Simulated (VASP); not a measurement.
A run of VASP 6.6.1 is set up as follows.

The input INCAR:

```
SYSTEM = KF
ALGO = Normal ; EDIFF = 1E-6
ENCUT = 520 ; GGA = CA
ISIF = 2 ; ISMEAR = 0
LASPH = .True. ; LCHARG = .True.
LELF = .True. ; LREAL = .False.
LVHAR = .True. ; LWAVE = .False.
NBANDS = 15 ; NELM = 60
PREC = Accurate ; SIGMA = 0.05
```

File KPOINTS:

```
k-points
0
Gamma
  8 8 8
  0 0 0
```

The input POSCAR:

```
KF
1.0
    0.0000000000      2.5817196783      2.1944617266
    2.6720798670      0.0000000000      2.1944617266
    2.6720798670      2.5817196783      0.0000000000
K F
1 1
Direct
    0.0000000000      0.0000000000      0.0000000000
    0.5000000000      0.5000000000      0.5000000000
```

Potentials or basis: VASP PAW LDA potentials, release 64 (K_sv, F).

Command:

```sh
$ cat potpaw_LDA.64/K_sv/POTCAR potpaw_LDA.64/F/POTCAR > POTCAR
$ mpirun -np 1 vasp_std > vasp.out
```

(1) What does it give for the pressure?

(2) What does it give for the band gap on the k mesh?

Results:

(1) 15.4 GPa.

(2) 5.81 eV, indirect (least direct gap 5.96 eV).

Caveat: the cell differs from its parent crystal (normal strain along x +0.0350, normal strain along z -0.1500).
